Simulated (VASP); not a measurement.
# TiAl (P1) in VASP: relaxation of the atoms with PBE

Aim: the relaxation of the atoms of TiAl with PBE.

All numbers are computed with VASP 6.6.1; they aren't measurements. Logs are shortened: lines on timing, memory, paths and dates and some standing lists are left out, and cuts for length are marked.

## 1. The cell of the first run

The typed cell holds 2 atoms: a = 3.186 Å, b = 3.186 Å, c = 3.186 Å, α = 90.00°, β = 90.00°, γ = 90.00°.

## 2. Relaxation of the atoms, PBE

The input, INCAR:

```
PREC = Accurate
ENCUT = 520
EDIFF = 1E-7
ISMEAR = 0
SIGMA = 0.15
LREAL = False
LASPH = True
NELM = 80
ALGO = Fast
ISIF = 2
LWAVE = False
LCHARG = False
GGA = PE
IBRION = 2
NSW = 100
EDIFFG = -0.01
```

The input, KPOINTS:

```
regular mesh
0
Gamma
  10 10 10
```

The input, POSCAR:

```
TiAl
1.0
    3.1863219229      0.0000000000      0.0000000000
    0.0000000000      3.1863219229      0.0000000000
    0.0000000000      0.0000000000      3.1863219229
Ti Al
1 1
Direct
    0.0022751530      0.0052060821     -0.0075078104
    0.4977248470      0.4947939179      0.5075078104
```

Potentials or basis: VASP PAW PBE potentials, release 64 (Ti_sv, Al).

Started as:

```
$ cat potpaw_PBE.64/Ti_sv/POTCAR potpaw_PBE.64/Al/POTCAR > POTCAR
$ mpirun -np 1 vasp_std > vasp.out
```

OUTCAR:

```text
PREC = Accurate
   ENCUT = 520
   EDIFF = 1E-7
   ISMEAR = 0
   LREAL = False
   LASPH = True
   NELM = 80
   ISIF = 2
   GGA = PE
   IBRION = 2
   NSW = 100
   EDIFFG = -0.01

 ion  position               nearest neighbor table
   1  0.002  0.005  0.992-   2 2.70   2 2.72   2 2.74   2 2.76   2 2.76   2 2.78   2 2.80   2 2.81

   2  0.498  0.495  0.508-   1 2.70   1 2.72   1 2.74   1 2.76   1 2.76   1 2.78   1 2.80   1 2.81

  LATTYP: Found a simple cubic cell.
 ALAT       =     3.1863219229

  Lattice vectors:

 A1 = (   3.1863219229,   0.0000000000,   0.0000000000)
 A2 = (   0.0000000000,   3.1863219229,   0.0000000000)
 A3 = (   0.0000000000,   0.0000000000,   3.1863219229)

Analysis of symmetry for initial positions (statically):
=====================================================================
 Subroutine PRICEL returns:
 Original cell was already a primitive cell.

 Routine SETGRP: Setting up the symmetry group for a
 simple cubic supercell.

 Subroutine GETGRP returns: Found  1 space group operations
 (whereof  1 operations were pure point group operations)
 out of a pool of 48 trial point group operations.

The static configuration has the point symmetry C_1 .

Analysis of symmetry for dynamics (positions and initial velocities):
=====================================================================
 Subroutine PRICEL returns:
 Original cell was already a primitive cell.

 Routine SETGRP: Setting up the symmetry group for a
 simple cubic supercell.

 Subroutine GETGRP returns: Found  1 space group operations
 (whereof  1 operations were pure point group operations)
 out of a pool of 48 trial point group operations.

The dynamic configuration has the point symmetry C_1 .

 Subroutine INISYM returns: Found  1 space group operations
 (whereof  1 operations are pure point group operations),
 and found     1 'primitive' translations

----------------------------------------------------------------------------------------

                                     Primitive cell

  volume of cell :      32.3496

  direct lattice vectors                    reciprocal lattice vectors
     3.186321923  0.000000000  0.000000000     0.313841484  0.000000000  0.000000000
     0.000000000  3.186321923  0.000000000     0.000000000  0.313841484  0.000000000
     0.000000000  0.000000000  3.186321923     0.000000000  0.000000000  0.313841484

  length of vectors
     3.186321923  3.186321923  3.186321923     0.313841484  0.313841484  0.313841484

  position of ions in fractional coordinates (direct lattice)
     0.002275153  0.005206082  0.992492190
     0.497724847  0.494793918  0.507507810

  ion indices of the primitive-cell ions
   primitive index   ion index
                 1           1
                 2           2

----------------------------------------------------------------------------------------

 KPOINTS: regular mesh

Automatic generation of k-mesh.
 Grid dimensions read from file:
 generate k-points for:   10   10   10

 Generating k-lattice:

  Cartesian coordinates                     Fractional coordinates (reciprocal lattice)
     0.031384148  0.000000000  0.000000000     0.100000000  0.000000000  0.000000000
     0.000000000  0.031384148  0.000000000     0.000000000  0.100000000  0.000000000
     0.000000000  0.000000000  0.031384148     0.000000000  0.000000000  0.100000000

  Length of vectors
     0.031384148  0.031384148  0.031384148

  Shift w.r.t. Gamma in fractional coordinates (k-lattice)
     0.000000000  0.000000000  0.000000000

 Subroutine IBZKPT returns following result:
 ===========================================

 Found    504 irreducible k-points:

 Following reciprocal coordinates:
            Coordinates               Weight
  0.000000  0.000000  0.000000      1.000000
  0.100000  0.000000  0.000000      2.000000
  0.000000  0.100000  0.000000      2.000000
  0.000000  0.000000  0.100000      2.000000
  0.200000  0.000000  0.000000      2.000000
  0.000000  0.200000  0.000000      2.000000
[... 16 lines left out ...]
  0.200000  0.100000  0.000000      2.000000
  0.000000  0.200000  0.100000      2.000000
 [... further k-points ...]
   k-points           NKPTS =    504   k-points in BZ     NKDIM =    504   number of bands    NBANDS=     11
   number of dos      NEDOS =    301   number of ions     NIONS =      2
   total plane-waves  NPLWV =  13824
   dimension x,y,z NGX =    24 NGY =   24 NGZ =   24
   dimension x,y,z NGXF=    48 NGYF=   48 NGZF=   48
   ions per type =               1   1
   NGX,Y,Z   is equivalent  to a cutoff of  12.52, 12.52, 12.52 a.u.
   NGXF,Y,Z  is equivalent  to a cutoff of  25.04, 25.04, 25.04 a.u.
 SYSTEM =  unknown system
   PREC   = accura    normal or accurate (medium, high low for compatibility)
   ISTART =      0    job   : 0-new  1-cont  2-samecut
   ICHARG =      2    charge: 1-file 2-atom 10-const
   ISPIN  =      1    spin polarized calculation?
   LNONCOLLINEAR =      F non collinear calculations
   LSORBIT =      F    spin-orbit coupling
   LASPH  =      T    aspherical Exc in radial PAW
   ENCUT  =  520.0 eV  38.22 Ry    6.18 a.u.   5.92  5.92  5.92*2*pi/ulx,y,z
   NELM   =     80;   NELMIN=  2; NELMDL= -5     # of ELM steps
   EDIFF  = 0.1E-06   stopping-criterion for ELM
   LREAL  =      F    real-space projection
   EDIFFG = -.1E-01   stopping-criterion for IOM
   NSW    =    100    number of steps for IOM
   IBRION =      2    ionic relax: 0-MD 1-quasi-New 2-CG
   NFREE  =      1    steps in history (QN), initial steepest desc. (CG)
   ISIF   =      2    stress and relaxation
   ISYM   =      2    0-nonsym 1-usesym 2-fastsym
   POTIM  = 0.5000    time-step for ionic-motion
   TEBEG  =    0.0;   TEEND  =   0.0 temperature during run
   PSTRESS=    0.0 pullay stress
   NELECT =      15.0000    total number of electrons
   NUPDOWN=      -1.0000    fix difference up-down
   EMIN   =  10.00;   EMAX   =-10.00  energy-range for DOS
   EFERMI =   0.00;   METHOD = LEGACY
   ISMEAR =     0;   SIGMA  =   0.15  broadening in eV -4-tet -1-fermi 0-gaus
   EFERMI_NEDOS =   21; number of points for ismear=-14 and -15
   IALGO  =     68    algorithm
   IMIX   =      4    mixing-type and parameters
     AMIX     =   0.40;   BMIX     =  1.00
     AMIX_MAG =   1.60;   BMIX_MAG =  1.00
  volume/ion in A,a.u.               =      16.17       109.15
  Fermi-wavevector in a.u.,A,eV,Ry     =   1.267114  2.394498 21.845204  1.605577
  Thomas-Fermi vector in A             =   2.400279
   LORBIT       =      0    0 simple, 1 ext, 2 COOP (PROOUT), +10 PAW based schemes
   GGA     = PE    functional components
   LHFCALC =     F    Hartree Fock is set to
   AEXX    =    0.0000 exact exchange contribution
   IVDW    =     0    specifies the selected vdW correction
   LEPSILON=     F    determine dielectric tensor
   LRPA    =     F    only Hartree local field effects (RPA)
 conjugate gradient relaxation of ions
 non-spin polarized calculation
 RMM-DIIS sequential band-by-band and
 Gauss-broadening in eV      SIGMA  =   0.15
  energy-cutoff  :      520.00
  volume of cell :       32.35
 maximum number of plane-waves:       912
   NGX = 11   NGY = 11   NGZ = 11

--------------------------------------- Ionic step        1  -------------------------------------------

 number of electron      14.9999999 magnetization

 Free energy of the ion-electron system (eV)
  ---------------------------------------------------
  ext. energy  EPLUGINS =         0.00000000
  ---------------------------------------------------
  free energy    TOTEN  =       -12.11293019 eV

  energy without entropy =      -12.08465684  energy(sigma->0) =      -12.09879352

------------------------ aborting loop because EDIFF is reached ----------------------------------------

  FORCE on cell =-STRESS in cart. coord.  units (eV):
  Direction    XX          YY          ZZ          XY          YZ          ZX
  --------------------------------------------------------------------------------------
  -------------------------------------------------------------------------------------
  Total        0.0412284      0.0331860      0.0217765      0.0074311     -0.0242880     -0.0106434
  in kB        2.0419187      1.6436038      1.0785213      0.3680411     -1.2029087     -0.5271354
  external PRESSURE =       1.5880146 kB  Pullay stress =       0.0000000 kB
[... 57 lines left out ...]
  energy  without entropy=      -12.0940106095  energy(sigma->0) =      -12.10813936

--------------------------------------- Ionic step        3  -------------------------------------------

 number of electron      14.9999994 magnetization

 Free energy of the ion-electron system (eV)
  ---------------------------------------------------
  ext. energy  EPLUGINS =         0.00000000
  ---------------------------------------------------
  free energy    TOTEN  =       -12.12406750 eV

  energy without entropy =      -12.09581334  energy(sigma->0) =      -12.10994042

 E-fermi :   8.7093     XC(G=0): -11.0572

 val. band max:        8.6988160288   @ k =  -0.4000  -0.3000   0.2000
 cond. band min:       8.7180169086   @ k =   0.2000   0.2000   0.4000
 fundamental gap:      0.0192008798
 Fermi energy:         8.7092928922

 k-point     1 :       0.0000    0.0000    0.0000
  band No.  band energies     occupation
      1     -48.2049      2.00000
      2     -24.4069      2.00000
      3     -24.4069      2.00000
      4     -24.4069      2.00000
      5      -0.5421      2.00000
      6       7.2810      2.00000
      7       7.2810      2.00000
      8      10.4949      0.00000
      9      10.4949      0.00000
     10      10.4951      0.00000
     11      13.0850      0.00000
[... 309 lines left out ...]
 k-point    24 :       0.0000    0.2000    0.1000
  band No.  band energies     occupation
      1     -48.1986      2.00000
      2     -24.4632      2.00000
      3     -24.4175      2.00000
      4     -24.4004      2.00000
      5       0.2326      2.00000
      6       6.8417      2.00000
      7       7.4891      2.00000
      8       9.4416      0.00000
      9       9.7426      0.00000
     10      10.3886      0.00000
     11      11.8795      0.00000

 [... further k-points ...]

------------------------ aborting loop because EDIFF is reached ----------------------------------------

  FORCE on cell =-STRESS in cart. coord.  units (eV):
  Direction    XX          YY          ZZ          XY          YZ          ZX
  --------------------------------------------------------------------------------------
  -------------------------------------------------------------------------------------
  Total        0.0024986      0.0024726      0.0024085      0.0000085      0.0000102     -0.0000076
  in kB        0.1237491      0.1224589      0.1192867      0.0004214      0.0005068     -0.0003747
  external PRESSURE =       0.1218316 kB  Pullay stress =       0.0000000 kB
[... 17 lines left out ...]
  FREE ENERGIE OF THE ION-ELECTRON SYSTEM (eV)
  ---------------------------------------------------
  free  energy   TOTEN  =       -12.1240674993 eV

  energy  without entropy=      -12.0958133445  energy(sigma->0) =      -12.10994042

 reached required accuracy - stopping structural energy minimisation
```

It took 20 min on 1 thread of Oxide Virtual Turin-like, shared host; peak memory 0.29 GiB.

Results:

```
Free energy               : -12.1241 eV
Energy gained by relaxing : 5.6 meV/atom
Ionic steps               : 3
Pressure after relaxing   : 0.0 GPa
Band gap on the k mesh    : zero (an odd number of electrons rules out a gap without spin polarisation)
```

Step by step:
```csv
step,energy change (eV),largest force (eV/Å),pressure (GPa)
1,0.0000,0.3717,0.16
2,-0.0093,0.1495,0.03
3,-0.0111,0.0008,0.01
```

Final structure:
```
CELL_PARAMETERS angstrom
3.18632 0.00000 0.00000
0.00000 3.18632 0.00000
0.00000 0.00000 3.18632
ATOMIC_POSITIONS crystal
Ti 0.99999 0.99999 0.99999
Al 0.50001 0.50001 0.50001
```

Levels at points of the mesh, in eV from the Fermi level:
```csv
k point,band 4,band 5,band 6,band 7,band 8,band 9,band 10,band 11
"(0.00, 0.00, 0.00)",-33.12,-9.25,-1.43,-1.43,1.79,1.79,1.79,4.38
"(0.50, 0.00, 0.00)",-33.10,-6.04,-5.18,-0.55,0.15,0.15,1.99,2.95
"(0.00, 0.50, 0.00)",-33.10,-6.04,-5.18,-0.55,0.15,0.15,1.99,2.95
"(0.00, 0.00, 0.50)",-33.10,-6.04,-5.18,-0.55,0.15,0.15,1.99,2.95
"(0.50, 0.50, 0.00)",-33.09,-5.00,-2.11,-2.11,-1.46,0.70,0.70,2.70
"(0.00, 0.50, 0.50)",-33.09,-5.00,-2.11,-2.11,-1.46,0.70,0.70,2.70
"(0.50, 0.00, 0.50)",-33.09,-5.00,-2.11,-2.11,-1.46,0.70,0.70,2.70
"(0.50, 0.50, 0.50)",-33.24,-3.08,-3.08,-3.08,0.58,2.89,2.89,2.89
```
